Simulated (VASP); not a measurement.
# Ni (P6/mmm) in VASP: a series of runs

The runs below take Ni through single point, relaxation of shape and atoms at fixed volume, with PBE.

Everything below comes from runs of VASP 6.6.1. Logs are shortened: lines on timing, memory, paths and dates and some standing lists are left out, and cuts for length are marked.

## (1) The cell of the first run

It takes space group P6/mmm (No. 191, hexagonal). Conventional cell: a = 1.930 Å, b = 1.930 Å, c = 1.838 Å, α = 90.00°, β = 90.00°, γ = 120.00°. Within 2.4 Å of Ni (site symmetry 6/mmm) lie 8 Ni at 1.84 to 1.93 Å.

## (2) Single point, PBE, collinear spin, ferromagnetic start

INCAR

```
PREC = Accurate
ENCUT = 590
EDIFF = 1E-6
ISMEAR = -1
SIGMA = 0.1
LREAL = False
LASPH = True
NELM = 200
ALGO = Normal
ISIF = 2
LWAVE = False
LCHARG = False
ISPIN = 2
MAGMOM = 1
LORBIT = 11
LMAXMIX = 4
GGA = PE
NBANDS = 19
GGA_COMPAT = False
```

KPOINTS

```
Automatic mesh
0
Gamma
  18 18 17
```

POSCAR

```
Ni
1.0
    1.9301053075      0.0000000000      0.0000000000
   -0.9650526538      1.6715202282      0.0000000000
    0.0000000000      0.0000000000      1.8375536626
Ni
1
Direct
    0.0000000000      0.0000000000      0.0000000000
```

Potentials or basis: VASP PAW PBE potentials, release 64 (Ni_sv_GW).

Command:

```bash
cat potpaw_PBE.64/Ni_sv_GW/POTCAR > POTCAR
mpirun -np 1 vasp_std > vasp.out
```

OUTCAR:

```text
PREC = Accurate
   ENCUT = 590
   EDIFF = 1E-6
   ISMEAR = -1
   LREAL = False
   LASPH = True
   NELM = 200
   ISIF = 2
   ISPIN = 2
   LORBIT = 11
   GGA = PE

 ion  position               nearest neighbor table
   1  0.000  0.000  0.000-

  LATTYP: Found a hexagonal cell.
 ALAT       =     1.9301053075
 C/A-ratio  =     0.9520483963

  Lattice vectors:

 A1 = (   1.9301053075,   0.0000000000,   0.0000000000)
 A2 = (  -0.9650526538,   1.6715202282,   0.0000000000)
 A3 = (   0.0000000000,   0.0000000000,   1.8375536626)

Analysis of symmetry for initial positions (statically):
=====================================================================
 Subroutine PRICEL returns:
 Original cell was already a primitive cell.

 Routine SETGRP: Setting up the symmetry group for a
 hexagonal supercell.

 Subroutine GETGRP returns: Found 24 space group operations
 (whereof 24 operations were pure point group operations)
 out of a pool of 24 trial point group operations.

The static configuration has the point symmetry D_6h.

Analysis of symmetry for dynamics (positions and initial velocities):
=====================================================================
 Subroutine PRICEL returns:
 Original cell was already a primitive cell.

 Routine SETGRP: Setting up the symmetry group for a
 hexagonal supercell.

 Subroutine GETGRP returns: Found 24 space group operations
 (whereof 24 operations were pure point group operations)
 out of a pool of 24 trial point group operations.

The dynamic configuration has the point symmetry D_6h.

Analysis of structural, dynamic, and magnetic symmetry:
=====================================================================
 Subroutine PRICEL returns:
 Original cell was already a primitive cell.

 Routine SETGRP: Setting up the symmetry group for a
 hexagonal supercell.

 Subroutine GETGRP returns: Found 24 space group operations
 (whereof 24 operations were pure point group operations)
 out of a pool of 24 trial point group operations.

The overall configuration has the point symmetry D_6h.

 Subroutine INISYM returns: Found 24 space group operations
 (whereof 24 operations are pure point group operations),
 and found     1 'primitive' translations

----------------------------------------------------------------------------------------

                                     Primitive cell

  volume of cell :       5.9283

  direct lattice vectors                    reciprocal lattice vectors
     1.930105308  0.000000000  0.000000000     0.518106445  0.299128896  0.000000000
    -0.965052654  1.671520228  0.000000000     0.000000000  0.598257791  0.000000000
     0.000000000  0.000000000  1.837553663     0.000000000  0.000000000  0.544201794

  length of vectors
     1.930105308  1.930105307  1.837553663     0.598257791  0.598257791  0.544201794

  position of ions in fractional coordinates (direct lattice)
     0.000000000  0.000000000  0.000000000

  ion indices of the primitive-cell ions
   primitive index   ion index
                 1           1

----------------------------------------------------------------------------------------

 KPOINTS: Automatic mesh

Automatic generation of k-mesh.
 Grid dimensions read from file:
 generate k-points for:   18   18   17

 Generating k-lattice:

  Cartesian coordinates                     Fractional coordinates (reciprocal lattice)
     0.028783691  0.016618272  0.000000000     0.055555556  0.000000000  0.000000000
     0.000000000  0.033236544  0.000000000     0.000000000  0.055555556  0.000000000
     0.000000000  0.000000000  0.032011870     0.000000000  0.000000000  0.058823529

  Length of vectors
     0.033236544  0.033236544  0.032011870

  Shift w.r.t. Gamma in fractional coordinates (k-lattice)
     0.000000000  0.000000000  0.000000000

 Subroutine IBZKPT returns following result:
 ===========================================

 Found    333 irreducible k-points:

 Following reciprocal coordinates:
            Coordinates               Weight
  0.000000  0.000000  0.000000      1.000000
  0.055556  0.000000  0.000000      6.000000
  0.111111  0.000000  0.000000      6.000000
  0.166667 -0.000000  0.000000      6.000000
  0.222222  0.000000  0.000000      6.000000
  0.277778  0.000000  0.000000      6.000000
[... 16 lines left out ...]
  0.333333  0.111111  0.000000     12.000000
  0.388889  0.111111  0.000000     12.000000
 [... further k-points ...]
   k-points           NKPTS =    333   k-points in BZ     NKDIM =    333   number of bands    NBANDS=     19
   number of dos      NEDOS =    301   number of ions     NIONS =      1
   total plane-waves  NPLWV =   4096
   dimension x,y,z NGX =    16 NGY =   16 NGZ =   16
   dimension x,y,z NGXF=    32 NGYF=   32 NGZF=   32
   ions per type =               1
   NGX,Y,Z   is equivalent  to a cutoff of  13.78, 13.78, 14.48 a.u.
   NGXF,Y,Z  is equivalent  to a cutoff of  27.56, 27.56, 28.95 a.u.
 SYSTEM =  unknown system
   PREC   = accura    normal or accurate (medium, high low for compatibility)
   ISTART =      0    job   : 0-new  1-cont  2-samecut
   ICHARG =      2    charge: 1-file 2-atom 10-const
   ISPIN  =      2    spin polarized calculation?
   LNONCOLLINEAR =      F non collinear calculations
   LSORBIT =      F    spin-orbit coupling
   LASPH  =      T    aspherical Exc in radial PAW
   ENCUT  =  590.0 eV  43.36 Ry    6.59 a.u.   3.82  3.82  3.64*2*pi/ulx,y,z
   NELM   =    200;   NELMIN=  2; NELMDL= -5     # of ELM steps
   EDIFF  = 0.1E-05   stopping-criterion for ELM
   LREAL  =      F    real-space projection
   EDIFFG = 0.1E-04   stopping-criterion for IOM
   NSW    =      0    number of steps for IOM
   IBRION =     -1    ionic relax: 0-MD 1-quasi-New 2-CG
   NFREE  =      0    steps in history (QN), initial steepest desc. (CG)
   ISIF   =      2    stress and relaxation
   ISYM   =      2    0-nonsym 1-usesym 2-fastsym
   POTIM  = 0.5000    time-step for ionic-motion
   TEBEG  =    0.0;   TEEND  =   0.0 temperature during run
   PSTRESS=    0.0 pullay stress
   NELECT =      18.0000    total number of electrons
   NUPDOWN=      -1.0000    fix difference up-down
   EMIN   =  10.00;   EMAX   =-10.00  energy-range for DOS
   EFERMI =   0.00;   METHOD = LEGACY
   ISMEAR =    -1;   SIGMA  =   0.10  broadening in eV -4-tet -1-fermi 0-gaus
   EFERMI_NEDOS =   21; number of points for ismear=-14 and -15
   IALGO  =     38    algorithm
   IMIX   =      4    mixing-type and parameters
     AMIX     =   0.40;   BMIX     =  1.00
     AMIX_MAG =   1.60;   BMIX_MAG =  1.00
  volume/ion in A,a.u.               =       5.93        40.01
  Fermi-wavevector in a.u.,A,eV,Ry     =   2.370581  4.479748 76.460030  5.619654
  Thomas-Fermi vector in A             =   3.283079
   LORBIT       =     11    0 simple, 1 ext, 2 COOP (PROOUT), +10 PAW based schemes
   GGA     = PE    functional components
   LHFCALC =     F    Hartree Fock is set to
   AEXX    =    0.0000 exact exchange contribution
   IVDW    =     0    specifies the selected vdW correction
   LEPSILON=     F    determine dielectric tensor
   LRPA    =     F    only Hartree local field effects (RPA)
 spin polarized calculation
  energy-cutoff  :      590.00
  volume of cell :        5.93
 maximum number of plane-waves:       204
 NGX is ok and might be reduce to    16
   NGX =  7   NGY =  7   NGZ =  7

 number of electron      18.0000012 magnetization       0.0023463

 number of electron      18.0000012 magnetization      -0.0001924

 Free energy of the ion-electron system (eV)
  ---------------------------------------------------
  ext. energy  EPLUGINS =         0.00000000
  ---------------------------------------------------
  free energy    TOTEN  =        -0.39888328 eV

  energy without entropy =       -0.37030414  energy(sigma->0) =       -0.38459371

 E-fermi :  18.4466     XC(G=0): -18.2106

 val. band max:       18.4426260740   @ k =   0.3889  -0.0000   0.4118
 cond. band min:      18.4514455531   @ k =   0.2778   0.2222   0.3529
 fundamental gap:      0.0088194791
 Fermi energy:        18.4465995479

 spin component 1

 k-point     1 :       0.0000    0.0000    0.0000
  band No.  band energies     occupation
      1     -87.0322      1.00000
      2     -46.2137      1.00000
      3     -46.2137      1.00000
      4     -46.0218      1.00000
      5       4.5928      1.00000
      6       9.6462      1.00000
[... 11 lines left out ...]
     18      75.3611      0.00000
     19      84.4803      0.00000

 k-point     2 :       0.0556    0.0000    0.0000
  band No.  band energies     occupation
      1     -87.0170      1.00000
      2     -46.2804      1.00000
      3     -46.2282      1.00000
      4     -46.0145      1.00000
      5       4.7894      1.00000
      6       9.7197      1.00000
[... 476 lines left out ...]
 k-point    24 :       0.3889    0.1111    0.0000
  band No.  band energies     occupation
      1     -86.5108      1.00000
      2     -48.2053      1.00000
      3     -46.8342      1.00000
      4     -45.7753      1.00000
      5       8.9667      1.00000
      6      11.4714      1.00000
[... 11 lines left out ...]
     18      74.5457      0.00000
     19      84.3773      0.00000

 [... further k-points ...]

 spin component 2

 k-point     1 :       0.0000    0.0000    0.0000
  band No.  band energies     occupation
      1     -87.0326      1.00000
      2     -46.2141      1.00000
      3     -46.2141      1.00000
      4     -46.0222      1.00000
      5       4.5926      1.00000
      6       9.6460      1.00000
[... 11 lines left out ...]
     18      75.3609      0.00000
     19      84.4802      0.00000

 k-point     2 :       0.0556    0.0000    0.0000
  band No.  band energies     occupation
      1     -87.0174      1.00000
      2     -46.2808      1.00000
      3     -46.2286      1.00000
      4     -46.0149      1.00000
      5       4.7892      1.00000
      6       9.7196      1.00000
[... 476 lines left out ...]
 k-point    24 :       0.3889    0.1111    0.0000
  band No.  band energies     occupation
      1     -86.5112      1.00000
      2     -48.2057      1.00000
      3     -46.8346      1.00000
      4     -45.7757      1.00000
      5       8.9665      1.00000
      6      11.4712      1.00000
[... 11 lines left out ...]
     18      74.5456      0.00000
     19      84.3774      0.00000

 [... further k-points ...]
[... 5 lines left out ...]
  --------------------------------------------------------------------------------------
  -------------------------------------------------------------------------------------
  Total       21.3493610     21.3493610     21.4304984     -0.0000000     -0.0000000      0.0000000
  in kB     5769.8269786   5769.8269781   5791.7549835     -0.0000002     -0.0000000      0.0000000
  external PRESSURE =    5777.1363134 kB  Pullay stress =       0.0000000 kB

 VOLUME and BASIS-vectors are now :
 -----------------------------------------------------------------------------
  energy-cutoff  :      590.00
  volume of cell :        5.93
      direct lattice vectors                 reciprocal lattice vectors
     1.930105308  0.000000000  0.000000000     0.518106445  0.299128896  0.000000000
    -0.965052654  1.671520228  0.000000000     0.000000000  0.598257791  0.000000000
     0.000000000  0.000000000  1.837553663     0.000000000  0.000000000  0.544201794

 POSITION                                       TOTAL-FORCE (eV/Angst)
 -----------------------------------------------------------------------------------
      0.00000      0.00000      0.00000         0.000000      0.000000      0.000000
 -----------------------------------------------------------------------------------
    total drift:                               -0.000000      0.000000      0.000000

  FREE ENERGIE OF THE ION-ELECTRON SYSTEM (eV)
  ---------------------------------------------------
  free  energy   TOTEN  =        -0.3988832795 eV

  energy  without entropy=       -0.3703041421  energy(sigma->0) =       -0.38459371

 total charge

# of ion       s       p       d       f       tot
--------------------------------------------------
    1        2.452   6.841   8.265   0.058  17.617

 magnetization (x)

# of ion       s       p       d       f       tot
--------------------------------------------------
    1        0.000  -0.000  -0.000   0.000  -0.000
```

Wall time 3.5 min (1 thread of AMD EPYC, shared host); peak memory 0.16 GiB.

What came out:

```
Free energy                                           : -0.3989 eV
Pressure                                              : 577.7 GPa
Band gap on the k mesh                                : zero (filled and empty bands overlap)
Net moment                                            : 0.00 μB per cell
Valence electrons inside the program's atomic spheres : Ni 17.62
```

## (3) Relaxation of shape and atoms at fixed volume, PBE, collinear spin, ferromagnetic start

This run uses another cell than the first one, of 4.74 Å³/atom, 0.800 times its volume.

INCAR

```
PREC = Accurate ; ENCUT = 590
EDIFF = 1E-7 ; ISMEAR = -1
SIGMA = 0.1 ; LREAL = False
LASPH = True ; NELM = 200
ALGO = Normal ; ISIF = 4
LWAVE = False ; LCHARG = False
ISPIN = 2 ; MAGMOM = 1
LORBIT = 11 ; LMAXMIX = 4
GGA = PE ; IBRION = 2
NSW = 50 ; EDIFFG = -0.005
GGA_COMPAT = False ; NELMIN = 4
```

KPOINTS

```
regular mesh
0
Gamma
  18 18 17
```

POSCAR

```
Ni
1.0
    1.7778474394      0.0000000000      0.0000000000
   -0.8889237197      1.5396610466      0.0000000000
    0.0000000000      0.0000000000      1.7326188962
Ni
1
Direct
    0.0000000000      0.0000000000      0.0000000000
```

Potentials or basis: VASP PAW PBE potentials, release 64 (Ni_sv_GW).

Command:

```bash
cat potpaw_PBE.64/Ni_sv_GW/POTCAR > POTCAR
mpirun -np 1 vasp_std > vasp.out
```

Run time: 2 min. Hardware: 1 thread of Intel Xeon 6975P-C (Granite Rapids), shared host; peak memory 0.19 GiB.

The run converged, but its numbers aren't listed here, since they failed a check.

[end of part 1 of 2]
